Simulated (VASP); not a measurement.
# BaTe (P6_3/mmc) in VASP: a series of runs, part 3 of 3

VASP 6.6.1. The steps go on from the part before.

### 4 Single point, PBE

This run uses another cell than the first one, of 54.10 Å³/atom.

Contents of INCAR:

```
PREC     = Accurate       # precision mode
ENCUT    = 520            # plane-wave cutoff, eV
EDIFF    = 1E-6           # SCF threshold, eV
ISMEAR   = 0              # smearing method
SIGMA    = 0.01           # smearing width, eV
LREAL    = F              # projectors in reciprocal space
LASPH    = T              # aspherical terms in the spheres
NELM     = 100            # most SCF steps
ALGO     = Normal         # electronic algorithm
ISIF     = 2              # what is computed and relaxed
LWAVE    = F              # write WAVECAR
LCHARG   = T              # write CHGCAR
GGA      = PE             # functional
LELF     = T              # ELF
LVHAR    = T            
NBANDS   = 24             # bands
```

Contents of KPOINTS:

```
regular mesh
0
Gamma
  6 6 4
```

Contents of POSCAR:

```
BaTe
1.0
    5.9738370756      0.0000000000      0.0000000000
   -2.9869185378      5.1734946656      0.0000000000
    0.0000000000      0.0000000000      7.0021674480
Ba Te
2 2
Direct
    0.3333333333      0.6666666667      0.2500000000
    0.6666666667      0.3333333333      0.7500000000
    0.6666666667      0.3333333333      0.2500000000
    0.3333333333      0.6666666667      0.7500000000
```

Potentials or basis: VASP PAW PBE potentials, release 64 (Ba_sv, Te).

Command:

```bash
$ cat potpaw_PBE.64/Ba_sv/POTCAR potpaw_PBE.64/Te/POTCAR > POTCAR
$ mpirun -np 1 vasp_std > vasp.out
```

OUTCAR:

```text
PREC = Accurate
   ENCUT = 520
   EDIFF = 1E-6
   ISMEAR = 0
   LREAL = F
   LASPH = T
   NELM = 100
   ISIF = 2
   GGA = PE

 ion  position               nearest neighbor table
   1  0.333  0.667  0.250-   3 3.45   3 3.45   3 3.45   4 3.50   4 3.50
   2  0.667  0.333  0.750-   4 3.45   4 3.45   4 3.45   3 3.50   3 3.50
   3  0.667  0.333  0.250-   1 3.45   1 3.45   1 3.45   2 3.50   2 3.50
   4  0.333  0.667  0.750-   2 3.45   2 3.45   2 3.45   1 3.50   1 3.50

  LATTYP: Found a hexagonal cell.
 ALAT       =     5.9738370756
 C/A-ratio  =     1.1721390054

  Lattice vectors:

 A1 = (   5.9738370756,   0.0000000000,   0.0000000000)
 A2 = (  -2.9869185378,   5.1734946656,   0.0000000000)
 A3 = (   0.0000000000,   0.0000000000,   7.0021674480)

Analysis of symmetry for initial positions (statically):
=====================================================================
 Subroutine PRICEL returns:
 Original cell was already a primitive cell.

 Routine SETGRP: Setting up the symmetry group for a
 hexagonal supercell.

 Subroutine GETGRP returns: Found 24 space group operations
 (whereof 12 operations were pure point group operations)
 out of a pool of 24 trial point group operations.

The static configuration has the point symmetry D_3d.
 The point group associated with its full space group is D_6h.

Analysis of symmetry for dynamics (positions and initial velocities):
=====================================================================
 Subroutine PRICEL returns:
 Original cell was already a primitive cell.

 Routine SETGRP: Setting up the symmetry group for a
 hexagonal supercell.

 Subroutine GETGRP returns: Found 24 space group operations
 (whereof 12 operations were pure point group operations)
 out of a pool of 24 trial point group operations.

The dynamic configuration has the point symmetry D_3d.
 The point group associated with its full space group is D_6h.

 Subroutine INISYM returns: Found 24 space group operations
 (whereof 12 operations are pure point group operations),
 and found     1 'primitive' translations

----------------------------------------------------------------------------------------

                                     Primitive cell

  volume of cell :     216.4063

  direct lattice vectors                    reciprocal lattice vectors
     5.973837076  0.000000000  0.000000000     0.167396597  0.096646471  0.000000000
    -2.986918538  5.173494666  0.000000000     0.000000000  0.193292941  0.000000000
     0.000000000  0.000000000  7.002167448     0.000000000  0.000000000  0.142812923

  length of vectors
     5.973837076  5.973837076  7.002167448     0.193292941  0.193292941  0.142812923

  position of ions in fractional coordinates (direct lattice)
     0.333333333  0.666666667  0.250000000
     0.666666667  0.333333333  0.750000000
     0.666666667  0.333333333  0.250000000
     0.333333333  0.666666667  0.750000000

  ion indices of the primitive-cell ions
   primitive index   ion index
                 1           1
                 2           2
                 3           3
                 4           4

----------------------------------------------------------------------------------------

 KPOINTS: regular mesh

Automatic generation of k-mesh.
 Grid dimensions read from file:
 generate k-points for:    6    6    4

 Generating k-lattice:

  Cartesian coordinates                     Fractional coordinates (reciprocal lattice)
     0.027899433  0.016107745  0.000000000     0.166666667 -0.000000000  0.000000000
     0.000000000  0.032215490  0.000000000     0.000000000  0.166666667  0.000000000
     0.000000000  0.000000000  0.035703231     0.000000000  0.000000000  0.250000000

  Length of vectors
     0.032215490  0.032215490  0.035703231

  Shift w.r.t. Gamma in fractional coordinates (k-lattice)
     0.000000000  0.000000000  0.000000000

 Subroutine IBZKPT returns following result:
 ===========================================

 Found     21 irreducible k-points:

 Following reciprocal coordinates:
            Coordinates               Weight
  0.000000  0.000000  0.000000      1.000000
  0.166667  0.000000  0.000000      6.000000
  0.333333  0.000000  0.000000      6.000000
  0.500000  0.000000  0.000000      3.000000
  0.166667  0.166667  0.000000      6.000000
  0.333333  0.166667  0.000000     12.000000
[... 13 lines left out ...]
  0.333333  0.166667  0.500000     12.000000
  0.333333  0.333333  0.500000      2.000000
   k-points           NKPTS =     21   k-points in BZ     NKDIM =     21   number of bands    NBANDS=     24
   number of dos      NEDOS =    301   number of ions     NIONS =      4
   total plane-waves  NPLWV = 124416
   dimension x,y,z NGX =    48 NGY =   48 NGZ =   54
   dimension x,y,z NGXF=    96 NGYF=   96 NGZF=  108
   ions per type =               2   2
   NGX,Y,Z   is equivalent  to a cutoff of  13.36, 13.36, 12.82 a.u.
   NGXF,Y,Z  is equivalent  to a cutoff of  26.72, 26.72, 25.64 a.u.
 SYSTEM =  unknown system
   PREC   = accura    normal or accurate (medium, high low for compatibility)
   ISTART =      0    job   : 0-new  1-cont  2-samecut
   ICHARG =      2    charge: 1-file 2-atom 10-const
   ISPIN  =      1    spin polarized calculation?
   LNONCOLLINEAR =      F non collinear calculations
   LSORBIT =      F    spin-orbit coupling
   LASPH  =      T    aspherical Exc in radial PAW
   ENCUT  =  520.0 eV  38.22 Ry    6.18 a.u.  11.11 11.11 13.02*2*pi/ulx,y,z
   NELM   =    100;   NELMIN=  2; NELMDL= -5     # of ELM steps
   EDIFF  = 0.1E-05   stopping-criterion for ELM
   LREAL  =      F    real-space projection
   EDIFFG = 0.1E-04   stopping-criterion for IOM
   NSW    =      0    number of steps for IOM
   IBRION =     -1    ionic relax: 0-MD 1-quasi-New 2-CG
   NFREE  =      0    steps in history (QN), initial steepest desc. (CG)
   ISIF   =      2    stress and relaxation
   ISYM   =      2    0-nonsym 1-usesym 2-fastsym
   POTIM  = 0.5000    time-step for ionic-motion
   TEBEG  =    0.0;   TEEND  =   0.0 temperature during run
   PSTRESS=    0.0 pullay stress
   NELECT =      32.0000    total number of electrons
   NUPDOWN=      -1.0000    fix difference up-down
   EMIN   =  10.00;   EMAX   =-10.00  energy-range for DOS
   EFERMI =   0.00;   METHOD = LEGACY
   ISMEAR =     0;   SIGMA  =   0.01  broadening in eV -4-tet -1-fermi 0-gaus
   EFERMI_NEDOS =   21; number of points for ismear=-14 and -15
   IALGO  =     38    algorithm
   IMIX   =      4    mixing-type and parameters
     AMIX     =   0.40;   BMIX     =  1.00
     AMIX_MAG =   1.60;   BMIX_MAG =  1.00
  volume/ion in A,a.u.               =      54.10       365.10
  Fermi-wavevector in a.u.,A,eV,Ry     =   0.865702  1.635939 10.196739  0.749439
  Thomas-Fermi vector in A             =   1.983983
   LORBIT       =      0    0 simple, 1 ext, 2 COOP (PROOUT), +10 PAW based schemes
   GGA     = PE    functional components
   LHFCALC =     F    Hartree Fock is set to
   AEXX    =    0.0000 exact exchange contribution
   IVDW    =     0    specifies the selected vdW correction
   LEPSILON=     F    determine dielectric tensor
   LRPA    =     F    only Hartree local field effects (RPA)
 non-spin polarized calculation
 Gauss-broadening in eV      SIGMA  =   0.01
  energy-cutoff  :      520.00
  volume of cell :      216.41
 maximum number of plane-waves:      5894
 NGX is ok and might be reduce to    48
   NGX = 23   NGY = 23   NGZ = 27

 number of electron      32.0000001 magnetization

 Free energy of the ion-electron system (eV)
  ---------------------------------------------------
  ext. energy  EPLUGINS =         0.00000000
  ---------------------------------------------------
  free energy    TOTEN  =       -16.77739832 eV

  energy without entropy =      -16.77739832  energy(sigma->0) =      -16.77739832

 E-fermi :   1.1197     XC(G=0):  -7.0788

 val. band max:        1.0166281870   @ k =   0.0000   0.0000   0.0000
 cond. band min:       2.9038683593   @ k =   0.3333   0.3333   0.0000
 fundamental gap:      1.8872401723
 Fermi energy:         1.1196586205

 k-point     1 :       0.0000    0.0000    0.0000
  band No.  band energies     occupation
      1     -26.2511      2.00000
      2     -26.2369      2.00000
      3     -11.5449      2.00000
      4     -11.5037      2.00000
      5     -11.5037      2.00000
      6     -11.4385      2.00000
[... 556 lines left out ...]
     23       5.8959      0.00000
     24       5.8959      0.00000

------------------------ aborting loop because EDIFF is reached ----------------------------------------

  FORCE on cell =-STRESS in cart. coord.  units (eV):
  Direction    XX          YY          ZZ          XY          YZ          ZX
  --------------------------------------------------------------------------------------
  -------------------------------------------------------------------------------------
  Total        0.2776193      0.2776193      0.3796500      0.0000000     -0.0000000      0.0000000
  in kB        2.0553714      2.0553714      2.8107623      0.0000000     -0.0000000      0.0000000
  external PRESSURE =       2.3071684 kB  Pullay stress =       0.0000000 kB

 VOLUME and BASIS-vectors are now :
 -----------------------------------------------------------------------------
  energy-cutoff  :      520.00
  volume of cell :      216.41
      direct lattice vectors                 reciprocal lattice vectors
     5.973837076  0.000000000  0.000000000     0.167396597  0.096646471  0.000000000
    -2.986918538  5.173494666  0.000000000     0.000000000  0.193292941  0.000000000
     0.000000000  0.000000000  7.002167448     0.000000000  0.000000000  0.142812923

 POSITION                                       TOTAL-FORCE (eV/Angst)
 -----------------------------------------------------------------------------------
     -0.00000      3.44900      1.75054         0.000000      0.000000      0.000000
      2.98692      1.72450      5.25163        -0.000000     -0.000000      0.000000
      2.98692      1.72450      1.75054        -0.000000      0.000000      0.000000
     -0.00000      3.44900      5.25163         0.000000     -0.000000      0.000000
 -----------------------------------------------------------------------------------
    total drift:                               -0.000000      0.000000     -0.000000

  FREE ENERGIE OF THE ION-ELECTRON SYSTEM (eV)
  ---------------------------------------------------
  free  energy   TOTEN  =       -16.7773983196 eV

  energy  without entropy=      -16.7773983196  energy(sigma->0) =      -16.77739832
```

It took 2.2 min on 1 thread of Intel Xeon Platinum 8259CL at 2.50GHz (Skylake/Cascade Lake), shared host; peak memory 0.39 GiB.

Results:

- Free energy: -16.7774 eV
- Pressure: 0.2 GPa
- Band gap on the k mesh: 1.89 eV (least direct gap 2.17 eV)

Caveat: spin-orbit coupling is left out, which moves the levels of the heavy elements. A k mesh can miss the band edges.

### 5 Overview

| cell | gap on the mesh (eV) | pressure (GPa) |
| --- | --- | --- |
| a = 5.852, b = 5.852, c = 6.859 Å, angles 90.0, 90.0, 120.0°, 4 atoms | 1.77 | 1.8 |
| a = 5.913, b = 5.913, c = 6.931 Å, angles 90.0, 90.0, 120.0°, 4 atoms | 1.83 | 1.0 |
| a = 5.974, b = 5.974, c = 7.002 Å, angles 90.0, 90.0, 120.0°, 4 atoms | 1.89 | 0.2 |

Alike in all rows: task single point; level PBE; potentials or basis VASP PAW PBE potentials, release 64 (Ba_sv, Te); no spin polarisation; k mesh 6 × 6 × 4; cutoff (eV) 520; smearing gaussian 0.01 eV.

Caveats: spin-orbit coupling is left out, which moves the levels of the heavy elements.

Absolute energies hang on the potentials; compare differences alone.
